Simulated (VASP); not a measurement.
Runs of VASP 6.6.1 on Be3Se2. The structure is that of space group P6/mmm (No. 191), or close to it. The cells are those of the table. 

| task | cell | k mesh | cutoff (eV) | k mesh for the DOS | occupations for the DOS | gap on the mesh (eV) | pressure (GPa) | relaxed volume (Å³/atom) |
| --- | --- | --- | --- | --- | --- | --- | --- | --- |
| relaxation of cell and atoms | relaxed from a = 7.456, b = 7.456, c = 2.921 Å, angles 90.0, 90.0, 120.0°, 5 atoms | 6 × 6 × 12 | 600 | - | - | none | 0.0 | 32.16 |
| single point | a = 7.193, b = 7.193, c = 3.562 Å, angles 90.0, 90.0, 120.0°, 5 atoms | 6 × 6 × 10 | 520 | - | - | none | 0.0 | - |
| relaxation of cell and atoms | relaxed from a = 5.858, b = 5.858, c = 2.515 Å, angles 90.0, 90.0, 120.0°, 5 atoms | 3 × 3 × 6 | 600 | - | - | none | 0.1 | 28.11 |
| single point | a = 7.456, b = 7.456, c = 2.921 Å, angles 90.0, 90.0, 120.0°, 5 atoms | 3 × 3 × 6 | 520 | - | - | none | 0.1 | - |
| single point | a = 7.195, b = 7.195, c = 3.581 Å, angles 90.0, 90.0, 120.0°, 5 atoms | 6 × 6 × 12 | 520 | - | - | none | 0.1 | - |
| single point | a = 5.858, b = 5.858, c = 2.515 Å, angles 90.0, 90.0, 120.0°, 5 atoms | 3 × 3 × 6 | 520 | - | - | none | (a) | - |
| relaxation of cell and atoms | relaxed from a = 7.195, b = 7.195, c = 3.581 Å, angles 90.0, 90.0, 120.0°, 5 atoms | 6 × 6 × 10 | 600 | - | - | none | 0.0 | 31.95 |

Alike in all rows: level PBE; potentials or basis VASP PAW PBE potentials, release 64 (Be, Se); no spin polarisation; smearing gaussian 0.1 eV.

Task: Estimate the missing entries.

Result: (a) 82.8.

Caveats: some runs use coarse meshes; this functional lacks dispersion, which binds the layers, so the pressure and a relaxed spacing across them are unreliable (some runs); the volume moved by over 15 % at a fixed basis, so the end points are rough (some runs).

A k mesh can miss the band edges, and the runs leave out spin-orbit coupling on Se.

A gap of «none» marks levels without a gap at the run's occupations.
